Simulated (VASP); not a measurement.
Set up this calculation in VASP 6.6.1, as the native input.

```yaml
Task: relaxation of cell and atoms
Functional: revPBE
Dispersion: D4
Potentials_or_basis: VASP PAW PBE potentials, release 64 (Zn, S)
Cutoff: 600 eV
k_mesh: 8 × 8 × 5
Occupations: fermi-dirac, width 0.05 eV
Spin: no spin polarisation
Dipole_correction: no
Further_INCAR_settings: ALGO = Normal; EDIFF = 1e-06; IBRION = 2; EDIFFG = -0.01; NSW = 60; ISIF = 3
```

The structure of ZnS lies in POSCAR:

```
ZnS
1.0
    3.8110000000      0.0000000000      0.0000000000
   -1.9055000000      3.3004228138      0.0000000000
    0.0000000000      0.0000000000      6.2340000000
Zn S
2 2
Direct
    0.6666666667      0.3333333333      0.5000000000
    0.3333333333      0.6666666667      0.0000000000
    0.6666666667      0.3333333333      0.8850000000
    0.3333333333      0.6666666667      0.3850000000
```

One way to write it, as run:

INCAR

```
  PREC = Accurate
  ENCUT = 600
  EDIFF = 1E-6
  ISMEAR = -1
  SIGMA = 0.05
  LREAL = False
  LASPH = True
  NELM = 60
  ALGO = Normal
  ISIF = 3
  LWAVE = False
  LCHARG = False
  GGA = RE
  IVDW = 13
  IBRION = 2
  NSW = 60
  EDIFFG = -0.01
```

KPOINTS

```
Automatic mesh
0
Gamma
  8 8 5
```

Potentials or basis: VASP PAW PBE potentials, release 64 (Zn, S).

Run with:

```bash
$ cat potpaw_PBE.64/Zn/POTCAR potpaw_PBE.64/S/POTCAR > POTCAR
$ mpirun -np 1 vasp_std > vasp.out
```

Results of the run:

The relaxed volume is 19.27 Å³/atom. The relaxed cell is a = 3.783 Å, b = 3.783 Å, c = 6.217 Å, α = 90.00°, β = 90.00°, γ = 120.00°. The space group after relaxing (to 0.1 Å) is P6_3mc (No. 186), the energy gained by relaxing is 6.8 meV/atom and the ionic steps are 9. The pressure after relaxing is 0.1 GPa, the band gap on the k mesh is 2.41 eV and the dispersion energy per atom is -0.570 eV.

Caveat: the PAW data sets were made with another functional, which shifts forces and pressure a little.

It took 4.2 min on 1 thread of Intel(R) Xeon(R) Platinum 8259CL CPU @ 2.50GHz (Skylake/Cascade Lake), with other jobs on the host, peak memory 0.23 GiB.
